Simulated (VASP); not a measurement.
Wanted: the native input for a VASP 6.6.1 run.

```
Task                   : single point
Functional             : r2SCAN
Potentials or basis    : VASP PAW PBE potentials, release 64 (Ti_sv)
Cutoff                 : 520 eV
k mesh                 : 20 × 20 × 20
Occupations            : gaussian, width 0.15 eV
Spin                   : no spin polarisation
Dipole correction      : no
Further INCAR settings : ALGO = Normal; EDIFF = 1e-06; NBANDS = 12
```

The system is Ti.

```xyz
1
Lattice="0.0000 2.0300 2.0503 2.0300 0.0000 2.0503 2.0300 2.0300 0.0000" Properties=species:S:1:pos:R:3 pbc="T T T"
Ti    0.0000    0.0000    0.0000
```

This cell differs from its parent crystal: strain +0.0100 x Voigt [0, 0, 1, 0, 0, 0].

These files were run (other wordings do the same):

POSCAR

```
Ti
1.0
    0.0000000000      2.0300000000      2.0503000000
    2.0300000000      0.0000000000      2.0503000000
    2.0300000000      2.0300000000      0.0000000000
Ti
1
Direct
    0.0000000000      0.0000000000      0.0000000000
```

INCAR.step1

```
PREC = Accurate
ENCUT = 520
ISMEAR = 0
SIGMA = 0.15
LREAL = F
LASPH = T
NELM = 100
NBANDS = 12
GGA = PE
ALGO = Normal
EDIFF = 1E-4
LWAVE = T
LCHARG = F
```

INCAR.step2

```
PREC = Accurate
ENCUT = 520
EDIFF = 1E-6
ISMEAR = 0
SIGMA = 0.15
LREAL = F
LASPH = T
NELM = 100
ALGO = Normal
ISIF = 2
LWAVE = F
LCHARG = F
METAGGA = R2SCAN
LMIXTAU = T
NBANDS = 12
ISTART = 1
```

KPOINTS

```
Automatic mesh
0
Gamma
  20 20 20
```

Potentials or basis: VASP PAW PBE potentials, release 64 (Ti_sv).

The run is started by

```sh
$ cat potpaw_PBE.64/Ti_sv/POTCAR > POTCAR
$ cp INCAR.step1 INCAR
$ mpirun -np 1 vasp_std > vasp.out
$ cp INCAR.step2 INCAR
$ mpirun -np 1 vasp_std > vasp.out
```

It gave:

```json
{
 "Pressure": "3.6 GPa",
 "Band gap on the k mesh": "zero (bands 6 and 7 overlap by 1.43 eV)"
}
```

Caveat: the cell differs from its parent crystal (strain +0.0100 x Voigt [0, 0, 1, 0, 0, 0]); the cell stands under pressure; the PAW data sets were made with another functional, which shifts forces and pressure a little.

Wall time 5.5 min on 1 thread of Intel(R) Xeon(R) Platinum 8488C (Sapphire Rapids), with other jobs on the host, peak memory 0.24 GiB.
